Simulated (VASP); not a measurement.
A run of VASP 6.6.1 is set up as follows.

INCAR

```
SYSTEM = HfN
PREC     = Accurate       ! precision mode
ENCUT    = 520            ! plane-wave cutoff, eV
EDIFF    = 1E-8           ! SCF threshold, eV
ISMEAR   = -1             ! smearing method
SIGMA    = 0.05           ! smearing width, eV
LREAL    = .False.        ! projectors in reciprocal space
LASPH    = .True.         ! aspherical terms in the spheres
NELM     = 80             ! most SCF steps
ALGO     = Normal         ! electronic algorithm
ISIF     = 2              ! what is computed and relaxed
LWAVE    = .False.        ! write WAVECAR
LCHARG   = .False.        ! write CHGCAR
GGA      = PS             ! functional
NBANDS   = 14             ! bands
IBRION   = 8              ! ionic algorithm
NSW      = 1              ! ionic steps
```

Contents of KPOINTS:

```
Automatic mesh
0
Gamma
  12 12 12
  0 0 0
```

The input POSCAR:

```
HfN
1.0
    0.0000000000      2.4340191892      2.4340191892
    2.4340191892      0.0000000000      2.4340191892
    2.4340191892      2.4340191892      0.0000000000
Hf N
1 1
Direct
    0.0000000000      0.0000000000      0.0000000000
    0.7500000000      0.7500000000      0.7500000000
```

Potentials or basis: VASP PAW PBE potentials, release 64 (Hf_pv, N).

Run with:

```bash
$ cat potpaw_PBE.64/Hf_pv/POTCAR potpaw_PBE.64/N/POTCAR > POTCAR
$ mpirun -np 1 vasp_std > vasp.out
```

Problem. What does it give for the highest phonon frequency at Γ?

Solution. 478 cm⁻¹.

Phonon frequencies in cm⁻¹ (negative: imaginary):
```csv
q point,frequencies
"(0.000, 0.000, 0.000)",0 0 0 478 478 478
```
